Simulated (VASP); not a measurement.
# SiRh12 in VASP: single point with PBE

Aim: the single point of SiRh12 with PBE.

All numbers are computed with VASP 6.6.1; they aren't measurements. Logs are shortened: lines on timing, memory, paths and dates and some standing lists are left out, and cuts for length are marked.

## Step 1: The cell of the first run

The cell holds a slab with vacuum, 13 atoms: a = 5.417 Å, b = 5.417 Å, c = 19.174 Å, α = 90.00°, β = 90.00°, γ = 90.00°.

## Step 2: Single point, PBE

INCAR reads:

```
PREC = Accurate
ENCUT = 520
EDIFF = 1E-6
ISMEAR = 0
SIGMA = 0.1
LREAL = False
LASPH = True
NELM = 60
ALGO = Normal
ISIF = 2
LWAVE = False
LCHARG = False
LDIPOL = True
IDIPOL = 3
DIPOL = 0.5 0.5 0.319
GGA = PE
NBANDS = 104
```

KPOINTS reads:

```
regular mesh
0
Gamma
  5 5 1
```

POSCAR reads:

```
SiRh12
1.0
    5.4165863251      0.0000000000      0.0000000000
    0.0000000000      5.4165863251      0.0000000000
    0.0000000000      0.0000000000     19.1737394690
Rh Si
12 1
Direct
    0.2500000000      0.2500000000      0.2086186686
    0.2500000000      0.7500000000      0.2086186686
    0.7500000000      0.2500000000      0.2086186686
    0.7500000000      0.7500000000      0.2086186686
    0.0000000000      0.0000000000      0.3044995961
    0.0000000000      0.5000000000      0.3044995961
    0.5000000000      0.0000000000      0.3044995961
    0.5000000000      0.5000000000      0.3044995961
    0.2500000000      0.2500000000      0.4002213278
    0.2500000000      0.7500000000      0.4002213278
    0.7500000000      0.2500000000      0.4002213278
    0.7500000000      0.7500000000      0.4002213278
    0.2500000000      0.5000000000      0.4949910493
```

Potentials or basis: VASP PAW PBE potentials, release 64 (Rh_pv, Si).

Run with:

```
> cat potpaw_PBE.64/Rh_pv/POTCAR potpaw_PBE.64/Si/POTCAR > POTCAR
> mpirun -np 1 vasp_std > vasp.out
```

OUTCAR:

```text
PREC = Accurate
   ENCUT = 520
   EDIFF = 1E-6
   ISMEAR = 0
   LREAL = False
   LASPH = True
   NELM = 60
   ISIF = 2
   GGA = PE

 ion  position               nearest neighbor table
   1  0.250  0.250  0.209-   5 2.65   6 2.65   7 2.65   8 2.65   2 2.71   3 2.71   2 2.71   3 2.71

   2  0.250  0.750  0.209-   5 2.65   6 2.65   7 2.65   8 2.65   1 2.71   4 2.71   1 2.71   4 2.71

   3  0.750  0.250  0.209-   5 2.65   6 2.65   7 2.65   8 2.65   1 2.71   4 2.71   4 2.71   1 2.71
[... 4 lines left out ...]
                             6 2.71   7 2.71   6 2.71   7 2.71
   6  0.000  0.500  0.304-   9 2.65  10 2.65  11 2.65  12 2.65   1 2.65   2 2.65   3 2.65   4 2.65
                             5 2.71   8 2.71   5 2.71   8 2.71
   7  0.500  0.000  0.304-   9 2.65  10 2.65  11 2.65  12 2.65   1 2.65   2 2.65   3 2.65   4 2.65
                             5 2.71   8 2.71   8 2.71   5 2.71
   8  0.500  0.500  0.304-   9 2.65  10 2.65  11 2.65  12 2.65   1 2.65   2 2.65   3 2.65   4 2.65
                             6 2.71   7 2.71   7 2.71   6 2.71
   9  0.250  0.250  0.400-  13 2.27   6 2.65   7 2.65   8 2.65   5 2.65  11 2.71  10 2.71  10 2.71
                            11 2.71
  10  0.250  0.750  0.400-  13 2.27   6 2.65   7 2.65   8 2.65   5 2.65  12 2.71   9 2.71   9 2.71
                            12 2.71
  11  0.750  0.250  0.400-   5 2.65   6 2.65   7 2.65   8 2.65   9 2.71  12 2.71  12 2.71   9 2.71

  12  0.750  0.750  0.400-   5 2.65   6 2.65   7 2.65   8 2.65  10 2.71  11 2.71  11 2.71  10 2.71

  13  0.250  0.500  0.495-   9 2.27  10 2.27

  LATTYP: Found a simple tetragonal cell.
 ALAT       =     5.4165863251
 C/A-ratio  =     3.5398197902

  Lattice vectors:

 A1 = (   5.4165863251,   0.0000000000,   0.0000000000)
 A2 = (   0.0000000000,   5.4165863251,   0.0000000000)
 A3 = (   0.0000000000,   0.0000000000,  19.1737394690)

Analysis of symmetry for initial positions (statically):
=====================================================================
 Subroutine PRICEL returns:
 Original cell was already a primitive cell.

 Routine SETGRP: Setting up the symmetry group for a
 simple tetragonal supercell.

 Subroutine GETGRP returns: Found  4 space group operations
 (whereof  2 operations were pure point group operations)
 out of a pool of 16 trial point group operations.

The static configuration has the point symmetry C_1h.
 The point group associated with its full space group is C_2v.

Analysis of symmetry for dynamics (positions and initial velocities):
=====================================================================
 Subroutine PRICEL returns:
 Original cell was already a primitive cell.

 Routine SETGRP: Setting up the symmetry group for a
 simple tetragonal supercell.
[... 135 lines left out ...]
  Thomas-Fermi vector in A             =   2.264651
   LORBIT       =      0    0 simple, 1 ext, 2 COOP (PROOUT), +10 PAW based schemes
   GGA     = PE    functional components
   LHFCALC =     F    Hartree Fock is set to
   AEXX    =    0.0000 exact exchange contribution
   IVDW    =     0    specifies the selected vdW correction
   LEPSILON=     F    determine dielectric tensor
   LRPA    =     F    only Hartree local field effects (RPA)
 non-spin polarized calculation
 Gauss-broadening in eV      SIGMA  =   0.10
  energy-cutoff  :      520.00
  volume of cell :      562.55
 maximum number of plane-waves:     15180
   NGX = 21   NGY = 21   NGZ = 71

 dipolmoment           0.000000      0.000000      0.185027 electrons x Angstroem

 number of electron     184.0000092 magnetization

 dipolmoment           0.000000      0.000000     -0.021323 electrons x Angstroem

 Free energy of the ion-electron system (eV)
  ---------------------------------------------------
  ext. energy  EPLUGINS =         0.00000000
  ---------------------------------------------------
  free energy    TOTEN  =       -84.70866099 eV

  energy without entropy =      -84.62133860  energy(sigma->0) =      -84.66499980

 E-fermi :   0.3777     XC(G=0):  -5.5214

 val. band max:        0.3757784683   @ k =   0.2000   0.0000   0.0000
 cond. band min:       0.3881046065   @ k =   0.0000   0.0000   0.0000
 fundamental gap:      0.0123261382
 Fermi energy:         0.3777494311

 k-point     1 :       0.0000    0.0000    0.0000
  band No.  band energies     occupation
      1     -46.6321      2.00000
      2     -46.6126      2.00000
      3     -46.5565      2.00000
      4     -46.5533      2.00000
      5     -46.4642      2.00000
      6     -46.4479      2.00000
[... 952 lines left out ...]
    103       1.5479      0.00000
    104       1.9809      0.00000

------------------------ aborting loop because EDIFF is reached ----------------------------------------

 vacuum level on the upper side and lower side of the slab       (xc-potential included)        -0.205        -0.035

  FORCE on cell =-STRESS in cart. coord.  units (eV):
  Direction    XX          YY          ZZ          XY          YZ          ZX
  --------------------------------------------------------------------------------------
  -------------------------------------------------------------------------------------
  Total       -5.8732174     -4.9637534      1.8901710      0.0000000      0.0000000      0.0000000
  in kB      -16.7274021    -14.1371747      5.3833612      0.0000000      0.0000000      0.0000000
  external PRESSURE =      -8.4937385 kB  Pullay stress =       0.0000000 kB

 VOLUME and BASIS-vectors are now :
 -----------------------------------------------------------------------------
  energy-cutoff  :      520.00
  volume of cell :      562.55
      direct lattice vectors                 reciprocal lattice vectors
     5.416586325  0.000000000  0.000000000     0.184618123  0.000000000  0.000000000
     0.000000000  5.416586325  0.000000000     0.000000000  0.184618123  0.000000000
     0.000000000  0.000000000 19.173739469     0.000000000  0.000000000  0.052154667

 POSITION                                       TOTAL-FORCE (eV/Angst)
 -----------------------------------------------------------------------------------
      1.35415      1.35415      4.00000        -0.000000     -0.001945      0.006076
      1.35415      4.06244      4.00000        -0.000000      0.001945      0.006076
      4.06244      1.35415      4.00000        -0.000000      0.095960     -0.092583
      4.06244      4.06244      4.00000        -0.000000     -0.095960     -0.092583
      0.00000      0.00000      5.83840        -0.177241     -0.000000     -0.177873
      0.00000      2.70829      5.83840        -0.081144     -0.000000     -0.174410
      2.70829      0.00000      5.83840         0.177241     -0.000000     -0.177873
      2.70829      2.70829      5.83840         0.081144     -0.000000     -0.174410
      1.35415      1.35415      7.67374        -0.000000     -0.177838      0.248367
      1.35415      4.06244      7.67374        -0.000000      0.177838      0.248367
      4.06244      1.35415      7.67374        -0.000000      0.043230      0.169939
      4.06244      4.06244      7.67374        -0.000000     -0.043230      0.169939
      1.35415      2.70829      9.49083        -0.000000     -0.000000      0.040966
 -----------------------------------------------------------------------------------
    total drift:                               -0.000000      0.000000     -0.000168

  FREE ENERGIE OF THE ION-ELECTRON SYSTEM (eV)
  ---------------------------------------------------
  free  energy   TOTEN  =       -84.7086609922 eV

  energy  without entropy=      -84.6213385989  energy(sigma->0) =      -84.66499980

 vacuum level on the upper side and lower side of the slab         5.100         5.292
```

stdout:

```text
POSCAR found type information on POSCAR RhSi
 POSCAR found :  2 types and      13 ions
 scaLAPACK will be used
 LDA part: xc-table for (Slater+PW92), standard interpolation
 POSCAR, INCAR and KPOINTS ok, starting setup
 FFT: planning ... GRIDC
 FFT: planning ... GRID_SOFT
 FFT: planning ... GRID
 WAVECAR not read
 entering main loop
```

Run time: 37 min. Hardware: 1 thread of Intel Xeon 8259CL, shared host; peak memory 0.72 GiB.

What came out:

| Quantity | Value |
| --- | --- |
| Free energy | -84.7087 eV |
| Largest force | 0.305 eV/Å |
| Band gap on the k mesh | zero (bands 92 and 93 overlap by 0.78 eV) |

Forces on the atoms (eV/Å):
```
Rh   0.000 -0.002  0.006
Rh   0.000  0.002  0.006
Rh   0.000  0.096 -0.093
Rh   0.000 -0.096 -0.093
Rh  -0.177  0.000 -0.178
Rh  -0.081  0.000 -0.174
Rh   0.177  0.000 -0.178
Rh   0.081  0.000 -0.174
Rh   0.000 -0.178  0.248
Rh   0.000  0.178  0.248
Rh   0.000  0.043  0.170
Rh   0.000 -0.043  0.170
Si   0.000  0.000  0.041
```

Levels at points of the mesh, in eV from the Fermi level:
```
           k point  band 88  band 89  band 90  band 91  band 92  band 93  band 94  band 95  band 96  band 97
(0.00, 0.00, 0.00)     0.18     0.25     0.33     0.35     0.47     0.55     0.59     0.65     0.65     0.66
```
